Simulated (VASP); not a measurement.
# Al: single point with PBE

The system is Al, a slab with vacuum.

```xyz
8
Lattice="2.8572 0.0000 0.0000 0.0000 4.0406 0.0000 0.0000 0.0000 25.0000" Properties=species:S:1:pos:R:3 pbc="T T T"
Al    1.4286    2.0203    7.5000
Al    0.0000    0.0000    8.9286
Al    1.4286    2.0203   10.3572
Al    0.0000    0.0000   11.7857
Al    1.4286    2.0203   13.2143
Al    0.0000    0.0000   14.6429
Al    1.4286    2.0203   16.0715
Al    0.0000    0.0000   17.5000
```

```json
{
  "Program": "VASP 6.6.1",
  "Task": "single point",
  "Functional": "PBE",
  "Potentials or basis": "VASP PAW PBE potentials, release 64 (Al)",
  "Cutoff": "520 eV",
  "k mesh": "12 × 9 × 1",
  "Occupations": "gaussian, width 0.01 eV",
  "Spin": "no spin polarisation"
}
```

```json
{"Largest force": "0.258 eV/Å", "Band gap on the k mesh": "zero (bands 12 and 13 overlap by 2.26 eV)"}
```

Forces in eV/Å, atoms in the order of the input:
```
Al   0.000  0.000  0.242
Al   0.000  0.000 -0.258
Al   0.000  0.000 -0.058
Al   0.000  0.000 -0.098
Al   0.000  0.000  0.098
Al   0.000  0.000  0.058
Al   0.000  0.000  0.258
Al   0.000  0.000 -0.242
```

Levels at points of the mesh, in eV from the Fermi level:
| k point | band 10 | band 11 | band 12 | band 13 | band 14 | band 15 |
| --- | --- | --- | --- | --- | --- | --- |
| (0.00, 0.00, 0.00) | -1.28 | -0.78 | -0.48 | 0.42 | 0.76 | 1.06 |
| (0.50, 0.00, 0.00) | -0.89 | 1.03 | 1.03 | 1.52 | 1.52 | 2.23 |

Run time: 3 min on 1 thread of Intel(R) Xeon(R) Platinum 8488C (Sapphire Rapids), with other jobs on the host, peak memory 0.43 GiB.
